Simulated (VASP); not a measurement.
A run of VASP 6.6.1 is set up as follows.

File INCAR:

```
SYSTEM = W
ALGO = Normal
EDIFF = 1E-6
ENCUT = 500
GGA = PS
GGA_COMPAT = .FALSE.
ISIF = 2
ISMEAR = 0
LASPH = .TRUE.
LCHARG = .TRUE.
LELF = .TRUE.
LREAL = .FALSE.
LVHAR = .TRUE.
LWAVE = .FALSE.
NBANDS = 13
NELM = 120
PREC = Accurate
SIGMA = 0.15
```

File KPOINTS:

```
k-points
0
G
  22 22 22
  0 0 0
```

Contents of POSCAR:

```
W
1.0
    0.0000000000      2.1960229916      1.6125396827
    2.1960229916      0.0000000000      1.6125396827
    2.1960229916      2.1960229916      0.0000000000
W
1
Direct
    0.0000000000      0.0000000000      0.0000000000
```

Potentials or basis: VASP PAW PBE potentials, release 64 (W_sv).

Run with:

```console
$ cat potpaw_PBE.64/W_sv/POTCAR > POTCAR
$ mpirun -np 1 vasp_std > vasp.out
```

(1) What does it give for the pressure?

(2) Estimate the band gap on the k mesh.

## Answers

(1) 3.9 GPa.

(2) zero (bands 7 and 8 overlap by 6.25 eV).

Caveat: the cell stands under pressure; the PAW data sets were made with another functional, which shifts forces and pressure a little; spin-orbit coupling is left out, which moves the levels of the heavy elements.
